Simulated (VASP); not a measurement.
# Cs (P6_3/mmc) in VASP: a series of runs

Runs on Cs. Level: PBEsol. Tasks: single point, relaxation of cell and atoms.

Everything below comes from runs of VASP 6.6.1. Logs are shortened: lines on timing, memory, paths and dates and some standing lists are left out, and cuts for length are marked.

**1. The cell of the first run**

It takes space group P6_3/mmc (No. 194, hexagonal). Conventional cell: a = 5.328 Å, b = 5.328 Å, c = 8.835 Å, α = 90.00°, β = 90.00°, γ = 120.00°.

This isn't the form of Cs at room conditions, which is bcc.

**2. Single point, PBEsol**

File INCAR:

```
ALGO = Normal ; EDIFF = 1E-6
ENCUT = 500 ; GGA = PS
GGA_COMPAT = False ; ISIF = 2
ISMEAR = 0 ; LASPH = True
LCHARG = True ; LELF = True
LREAL = False ; LVHAR = True
LWAVE = False ; NBANDS = 16
NELM = 120 ; PREC = Accurate
SIGMA = 0.05
```

File KPOINTS:

```
k-points
0
Gamma
  5 5 3
```

File POSCAR:

```
Cs
1.0
    5.3275272761      0.0000000000      0.0000000000
   -2.6637636381      4.6137739605      0.0000000000
    0.0000000000      0.0000000000      8.8346789309
Cs
2
Direct
    0.3333333333      0.6666666667      0.2500000000
    0.6666666667      0.3333333333      0.7500000000
```

Potentials or basis: VASP PAW PBE potentials, release 64 (Cs_sv).

On the command line:

```bash
$ cat potpaw_PBE.64/Cs_sv/POTCAR > POTCAR
$ mpirun -np 1 vasp_std > vasp.out
```

OUTCAR:

```text
EDIFF = 1E-6
   ENCUT = 500
   GGA = PS
   ISIF = 2
   ISMEAR = 0
   LASPH = True
   LREAL = False
   NELM = 120
   PREC = Accurate

 ion  position               nearest neighbor table
   1  0.333  0.667  0.250-
   2  0.667  0.333  0.750-

  LATTYP: Found a hexagonal cell.
 ALAT       =     5.3275272761
 C/A-ratio  =     1.6583075924

  Lattice vectors:

 A1 = (   5.3275272761,   0.0000000000,   0.0000000000)
 A2 = (  -2.6637636381,   4.6137739605,   0.0000000000)
 A3 = (   0.0000000000,   0.0000000000,   8.8346789309)

Analysis of symmetry for initial positions (statically):
=====================================================================
 Subroutine PRICEL returns:
 Original cell was already a primitive cell.

 Routine SETGRP: Setting up the symmetry group for a
 hexagonal supercell.

 Subroutine GETGRP returns: Found 24 space group operations
 (whereof 12 operations were pure point group operations)
 out of a pool of 24 trial point group operations.

The static configuration has the point symmetry D_3d.
 The point group associated with its full space group is D_6h.

Analysis of symmetry for dynamics (positions and initial velocities):
=====================================================================
 Subroutine PRICEL returns:
 Original cell was already a primitive cell.

 Routine SETGRP: Setting up the symmetry group for a
 hexagonal supercell.

 Subroutine GETGRP returns: Found 24 space group operations
 (whereof 12 operations were pure point group operations)
 out of a pool of 24 trial point group operations.

The dynamic configuration has the point symmetry D_3d.
 The point group associated with its full space group is D_6h.

 Subroutine INISYM returns: Found 24 space group operations
 (whereof 12 operations are pure point group operations),
 and found     1 'primitive' translations

----------------------------------------------------------------------------------------

                                     Primitive cell

  volume of cell :     217.1565

  direct lattice vectors                    reciprocal lattice vectors
     5.327527276  0.000000000  0.000000000     0.187704342  0.108371152  0.000000000
    -2.663763638  4.613773960  0.000000000     0.000000000  0.216742304  0.000000000
     0.000000000  0.000000000  8.834678931     0.000000000  0.000000000  0.113190305

  length of vectors
     5.327527276  5.327527276  8.834678931     0.216742304  0.216742304  0.113190305

  position of ions in fractional coordinates (direct lattice)
     0.333333333  0.666666667  0.250000000
     0.666666667  0.333333333  0.750000000

  ion indices of the primitive-cell ions
   primitive index   ion index
                 1           1
                 2           2

----------------------------------------------------------------------------------------

 KPOINTS: k-points

Automatic generation of k-mesh.
 Grid dimensions read from file:
 generate k-points for:    5    5    3

 Generating k-lattice:

  Cartesian coordinates                     Fractional coordinates (reciprocal lattice)
     0.037540868  0.021674230  0.000000000     0.200000000 -0.000000000  0.000000000
     0.000000000  0.043348461  0.000000000     0.000000000  0.200000000  0.000000000
     0.000000000  0.000000000  0.037730102     0.000000000  0.000000000  0.333333333

  Length of vectors
     0.043348461  0.043348461  0.037730102

  Shift w.r.t. Gamma in fractional coordinates (k-lattice)
     0.000000000  0.000000000  0.000000000

 Subroutine IBZKPT returns following result:
 ===========================================

 Found     10 irreducible k-points:

 Following reciprocal coordinates:
            Coordinates               Weight
  0.000000  0.000000  0.000000      1.000000
  0.200000  0.000000  0.000000      6.000000
  0.400000  0.000000  0.000000      6.000000
  0.200000  0.200000  0.000000      6.000000
  0.400000  0.200000  0.000000      6.000000
  0.000000  0.000000  0.333333      2.000000
  0.200000  0.000000  0.333333     12.000000
  0.400000  0.000000  0.333333     12.000000
  0.200000  0.200000  0.333333     12.000000
  0.400000  0.200000  0.333333     12.000000
   k-points           NKPTS =     10   k-points in BZ     NKDIM =     10   number of bands    NBANDS=     16
   number of dos      NEDOS =    301   number of ions     NIONS =      2
   total plane-waves  NPLWV = 102400
   dimension x,y,z NGX =    40 NGY =   40 NGZ =   64
   dimension x,y,z NGXF=    80 NGYF=   80 NGZF=  128
   ions per type =               2
   NGX,Y,Z   is equivalent  to a cutoff of  12.48, 12.48, 12.04 a.u.
   NGXF,Y,Z  is equivalent  to a cutoff of  24.96, 24.96, 24.09 a.u.
 SYSTEM =  unknown system
   PREC   = accura    normal or accurate (medium, high low for compatibility)
   ISTART =      0    job   : 0-new  1-cont  2-samecut
   ICHARG =      2    charge: 1-file 2-atom 10-const
   ISPIN  =      1    spin polarized calculation?
   LNONCOLLINEAR =      F non collinear calculations
   LSORBIT =      F    spin-orbit coupling
   LASPH  =      T    aspherical Exc in radial PAW
   ENCUT  =  500.0 eV  36.75 Ry    6.06 a.u.   9.71  9.71 16.11*2*pi/ulx,y,z
   NELM   =    120;   NELMIN=  2; NELMDL= -5     # of ELM steps
   EDIFF  = 0.1E-05   stopping-criterion for ELM
   LREAL  =      F    real-space projection
   EDIFFG = 0.1E-04   stopping-criterion for IOM
   NSW    =      0    number of steps for IOM
   IBRION =     -1    ionic relax: 0-MD 1-quasi-New 2-CG
   NFREE  =      0    steps in history (QN), initial steepest desc. (CG)
   ISIF   =      2    stress and relaxation
   ISYM   =      2    0-nonsym 1-usesym 2-fastsym
   POTIM  = 0.5000    time-step for ionic-motion
   TEBEG  =    0.0;   TEEND  =   0.0 temperature during run
   PSTRESS=    0.0 pullay stress
   NELECT =      18.0000    total number of electrons
   NUPDOWN=      -1.0000    fix difference up-down
   EMIN   =  10.00;   EMAX   =-10.00  energy-range for DOS
   EFERMI =   0.00;   METHOD = LEGACY
   ISMEAR =     0;   SIGMA  =   0.05  broadening in eV -4-tet -1-fermi 0-gaus
   EFERMI_NEDOS =   21; number of points for ismear=-14 and -15
   IALGO  =     38    algorithm
   IMIX   =      4    mixing-type and parameters
     AMIX     =   0.40;   BMIX     =  1.00
     AMIX_MAG =   1.60;   BMIX_MAG =  1.00
  volume/ion in A,a.u.               =     108.58       732.72
  Fermi-wavevector in a.u.,A,eV,Ry     =   0.713797  1.348881  6.932253  0.509506
  Thomas-Fermi vector in A             =   1.801529
   LORBIT       =      0    0 simple, 1 ext, 2 COOP (PROOUT), +10 PAW based schemes
   GGA     = PS    functional components
   LHFCALC =     F    Hartree Fock is set to
   AEXX    =    0.0000 exact exchange contribution
   IVDW    =     0    specifies the selected vdW correction
   LEPSILON=     F    determine dielectric tensor
   LRPA    =     F    only Hartree local field effects (RPA)
 non-spin polarized calculation
 Gauss-broadening in eV      SIGMA  =   0.05
  energy-cutoff  :      500.00
  volume of cell :      217.16
 maximum number of plane-waves:      5524
 NGX is ok and might be reduce to    40
   NGX = 19   NGY = 19   NGZ = 33

 number of electron      17.9999997 magnetization

 Free energy of the ion-electron system (eV)
  ---------------------------------------------------
  ext. energy  EPLUGINS =         0.00000000
  ---------------------------------------------------
  free energy    TOTEN  =        -1.91796406 eV

  energy without entropy =       -1.91422974  energy(sigma->0) =       -1.91609690

 E-fermi :   0.6410     XC(G=0):  -5.6285

 val. band max:        0.4311831944   @ k =   0.0000   0.0000   0.0000
 cond. band min:       0.6655277243   @ k =   0.2000   0.2000   0.3333
 fundamental gap:      0.2343445299
 Fermi energy:         0.6410481864

 k-point     1 :       0.0000    0.0000    0.0000
  band No.  band energies     occupation
      1     -23.2939      2.00000
      2     -23.2865      2.00000
      3     -10.1682      2.00000
      4     -10.0249      2.00000
      5     -10.0249      2.00000
      6     -10.0075      2.00000
      7     -10.0042      2.00000
      8     -10.0042      2.00000
      9      -1.2285      2.00000
     10       0.4312      2.00000
     11       1.2962      0.00000
     12       2.9112      0.00000
     13       2.9594      0.00000
     14       2.9594      0.00000
     15       3.2786      0.00000
     16       3.2786      0.00000

 k-point     2 :       0.2000    0.0000    0.0000
  band No.  band energies     occupation
      1     -23.2913      2.00000
      2     -23.2851      2.00000
      3     -10.1482      2.00000
      4     -10.0716      2.00000
      5     -10.0516      2.00000
      6     -10.0388      2.00000
      7     -10.0148      2.00000
      8     -10.0122      2.00000
      9      -0.8420      2.00000
     10       0.8391      0.00000
     11       1.2588      0.00000
     12       2.1842      0.00000
     13       2.6658      0.00000
     14       3.0098      0.00000
     15       3.3182      0.00000
     16       3.3255      0.00000

 k-point     3 :       0.4000    0.0000    0.0000
  band No.  band energies     occupation
      1     -23.2867      2.00000
      2     -23.2834      2.00000
      3     -10.1473      2.00000
      4     -10.1236      2.00000
      5     -10.1060      2.00000
      6     -10.0602      2.00000
      7     -10.0361      2.00000
      8     -10.0262      2.00000
      9       0.1103      2.00000
     10       1.1913      0.00000
     11       1.2513      0.00000
     12       1.5175      0.00000
     13       2.2877      0.00000
     14       2.4506      0.00000
     15       2.9417      0.00000
     16       4.0142      0.00000

 k-point     4 :       0.2000    0.2000    0.0000
  band No.  band energies     occupation
      1     -23.2876      2.00000
      2     -23.2836      2.00000
      3     -10.1160      2.00000
      4     -10.1133      2.00000
      5     -10.1107      2.00000
      6     -10.0602      2.00000
      7     -10.0394      2.00000
      8     -10.0301      2.00000
      9      -0.1536      2.00000
     10       1.2722      0.00000
     11       1.4352      0.00000
     12       1.6468      0.00000
     13       2.2218      0.00000
     14       2.5346      0.00000
     15       2.7377      0.00000
     16       3.7049      0.00000

 k-point     5 :       0.4000    0.2000    0.0000
  band No.  band energies     occupation
      1     -23.2848      2.00000
      2     -23.2833      2.00000
      3     -10.1451      2.00000
      4     -10.1212      2.00000
      5     -10.0896      2.00000
      6     -10.0839      2.00000
      7     -10.0589      2.00000
      8     -10.0517      2.00000
      9       0.7813      0.00007
     10       1.0284      0.00000
     11       1.3650      0.00000
     12       1.4744      0.00000
     13       2.1801      0.00000
     14       2.4549      0.00000
     15       2.6398      0.00000
     16       3.6122      0.00000

 k-point     6 :       0.0000    0.0000    0.3333
  band No.  band energies     occupation
      1     -23.2921      2.00000
      2     -23.2883      2.00000
      3     -10.1293      2.00000
      4     -10.0490      2.00000
      5     -10.0197      2.00000
      6     -10.0197      2.00000
      7     -10.0094      2.00000
      8     -10.0094      2.00000
      9      -0.9341      2.00000
     10      -0.1850      2.00000
     11       1.7745      0.00000
     12       2.4956      0.00000
     13       2.9277      0.00000
     14       2.9277      0.00000
     15       3.0824      0.00000
     16       3.0824      0.00000

 k-point     7 :       0.2000    0.0000    0.3333
  band No.  band energies     occupation
      1     -23.2898      2.00000
      2     -23.2867      2.00000
      3     -10.1243      2.00000
      4     -10.0766      2.00000
      5     -10.0569      2.00000
      6     -10.0322      2.00000
      7     -10.0295      2.00000
      8     -10.0189      2.00000
      9      -0.5687      2.00000
     10       0.1491      2.00000
     11       1.7509      0.00000
     12       2.2800      0.00000
     13       2.4762      0.00000
     14       2.6300      0.00000
     15       3.1814      0.00000
     16       3.3270      0.00000

 k-point     8 :       0.4000    0.0000    0.3333
  band No.  band energies     occupation
      1     -23.2858      2.00000
      2     -23.2842      2.00000
      3     -10.1586      2.00000
      4     -10.1439      2.00000
      5     -10.0705      2.00000
      6     -10.0517      2.00000
      7     -10.0395      2.00000
      8     -10.0348      2.00000
      9       0.2789      2.00000
     10       0.7306      0.01127
     11       1.5350      0.00000
     12       1.6011      0.00000
     13       2.1615      0.00000
     14       2.3958      0.00000
     15       3.1699      0.00000
     16       3.7872      0.00000

 k-point     9 :       0.2000    0.2000    0.3333
  band No.  band energies     occupation
      1     -23.2866      2.00000
      2     -23.2846      2.00000
      3     -10.1354      2.00000
      4     -10.1236      2.00000
      5     -10.0711      2.00000
      6     -10.0647      2.00000
      7     -10.0439      2.00000
      8     -10.0309      2.00000
      9       0.0672      2.00000
     10       0.6655      0.48870
     11       1.6948      0.00000
     12       1.7640      0.00000
     13       2.3048      0.00000
     14       2.3440      0.00000
     15       2.8017      0.00000
     16       3.5206      0.00000

 k-point    10 :       0.4000    0.2000    0.3333
  band No.  band energies     occupation
      1     -23.2844      2.00000
      2     -23.2836      2.00000
      3     -10.1526      2.00000
      4     -10.1416      2.00000
      5     -10.0933      2.00000
      6     -10.0742      2.00000
      7     -10.0505      2.00000
      8     -10.0373      2.00000
      9       0.8698      0.00000
     10       1.0023      0.00000
     11       1.4182      0.00000
     12       1.6030      0.00000
     13       1.8179      0.00000
     14       2.1390      0.00000
     15       2.9198      0.00000
     16       3.6027      0.00000

------------------------ aborting loop because EDIFF is reached ----------------------------------------

  FORCE on cell =-STRESS in cart. coord.  units (eV):
  Direction    XX          YY          ZZ          XY          YZ          ZX
  --------------------------------------------------------------------------------------
  -------------------------------------------------------------------------------------
  Total       -0.0045683     -0.0045683     -0.0162981      0.0000000      0.0000000      0.0000000
  in kB       -0.0337048     -0.0337048     -0.1202474      0.0000000      0.0000000      0.0000000
  external PRESSURE =      -0.0625523 kB  Pullay stress =       0.0000000 kB

 VOLUME and BASIS-vectors are now :
 -----------------------------------------------------------------------------
  energy-cutoff  :      500.00
  volume of cell :      217.16
      direct lattice vectors                 reciprocal lattice vectors
     5.327527276  0.000000000  0.000000000     0.187704342  0.108371152  0.000000000
    -2.663763638  4.613773960  0.000000000     0.000000000  0.216742304  0.000000000
     0.000000000  0.000000000  8.834678931     0.000000000  0.000000000  0.113190305

 POSITION                                       TOTAL-FORCE (eV/Angst)
 -----------------------------------------------------------------------------------
     -0.00000      3.07585      2.20867         0.000000     -0.000000      0.000000
      2.66376      1.53792      6.62601        -0.000000      0.000000      0.000000
 -----------------------------------------------------------------------------------
    total drift:                               -0.000000      0.000000     -0.000000

  FREE ENERGIE OF THE ION-ELECTRON SYSTEM (eV)
  ---------------------------------------------------
  free  energy   TOTEN  =        -1.9179640565 eV

  energy  without entropy=       -1.9142297412  energy(sigma->0) =       -1.91609690
```

Run time: 39 s. Hardware: 1 thread of Intel Xeon 8259CL, shared host; peak memory 0.29 GiB.

What came out:

```
Free energy            : -1.9180 eV
Pressure               : 0.0 GPa
Band gap on the k mesh : zero (bands 9 and 10 overlap by 1.05 eV)
```

Levels at points of the mesh, in eV from the Fermi level:
```tsv
k point	band 7	band 8	band 9	band 10	band 11	band 12
(0.00, 0.00, 0.00)	-10.65	-10.65	-1.87	-0.21	0.66	2.27
```

Caveat: the PAW data sets were made with another functional, which shifts forces and pressure a little; spin-orbit coupling is left out, which moves the levels of the heavy elements.

**3. Relaxation of cell and atoms, PBEsol**

File INCAR:

```
SYSTEM = Cs
PREC = Accurate ; ENCUT = 500
EDIFF = 1E-7 ; ISMEAR = 0
SIGMA = 0.05 ; LREAL = .FALSE.
LASPH = .TRUE. ; NELM = 120
ALGO = Normal ; ISIF = 3
LWAVE = .FALSE. ; LCHARG = .FALSE.
GGA = PS ; IBRION = 2
NSW = 80 ; EDIFFG = -0.03
GGA_COMPAT = .FALSE. ; NELMIN = 4
```

File KPOINTS:

```
regular mesh
0
G
  5 5 3
  0 0 0
```

POSCAR is that of step 2.

Potentials or basis: VASP PAW PBE potentials, release 64 (Cs_sv).

On the command line:

```bash
$ cat potpaw_PBE.64/Cs_sv/POTCAR > POTCAR
$ mpirun -np 1 vasp_std > vasp.out
```

Run time: 27 s. Hardware: 1 thread of Intel Xeon 8259CL, shared host; peak memory 0.29 GiB.

Results (log left out):

```yaml
Free_energy: -1.9180 eV
Pressure_after_relaxing: 0.0 GPa
Band_gap_on_the_k_mesh: zero (bands 9 and 10 overlap by 1.05 eV)
```

Final structure:
```cif
data_structure
_symmetry_space_group_name_H-M 'P 1'
_symmetry_Int_Tables_number 1
_cell_length_a 5.3275
_cell_length_b 5.3275
_cell_length_c 8.8347
_cell_angle_alpha 90.000
_cell_angle_beta 90.000
_cell_angle_gamma 120.000
_cell_volume 217.16
loop_
_atom_site_label
_atom_site_type_symbol
_atom_site_fract_x
_atom_site_fract_y
_atom_site_fract_z
_atom_site_occupancy
Cs1 Cs 0.33333 0.66667 0.25000 1
Cs2 Cs 0.66667 0.33333 0.75000 1
```

Levels at points of the mesh, in eV from the Fermi level:
```csv
k point,band 6,band 7,band 8,band 9,band 10,band 11,band 12,band 13
"(0.00, 0.00, 0.00)",-10.65,-10.65,-10.65,-1.87,-0.21,0.66,2.27,2.32
```

Caveat: the relaxation stopped at its first step, so nothing moved; the PAW data sets were made with another functional, which shifts forces and pressure a little; spin-orbit coupling is left out, which moves the levels of the heavy elements.
